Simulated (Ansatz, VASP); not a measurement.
**Two plane-wave programs on Yb**

```
CELL_PARAMETERS angstrom
0.00000 2.45695 2.45695
2.45695 0.00000 2.45695
2.45695 2.45695 0.00000
ATOMIC_POSITIONS crystal
Yb 0.00000 0.00000 0.00000
```

Alike in both runs: task single point; functional LDA; k mesh 11 × 11 × 11; occupations methfessel-paxton of order 1, width 0.3 eV; no spin polarisation.

|  | VASP | Ansatz |
| --- | --- | --- |
| version | VASP 6.6.1 | Ansatz 0.2.0 |
| potentials or method | VASP PAW PBE potentials, release 64 (Yb), cutoff 520 eV | plane waves (420 eV) with PAW, scalar-relativistic |
| valence electrons in the cell | 24 | 24 |

|  | VASP | Ansatz | Ansatz less VASP |
| --- | --- | --- | --- |
| pressure (GPa) | -0.9 | -0.5 | +0.38 |

VASP's potentials were made for PBE, not for LDA, and Ansatz warns of the same on its side. LDA's correlation is that of Perdew and Zunger in VASP and of Perdew and Wang (1992) in Ansatz.

Spin-orbit coupling is off throughout.
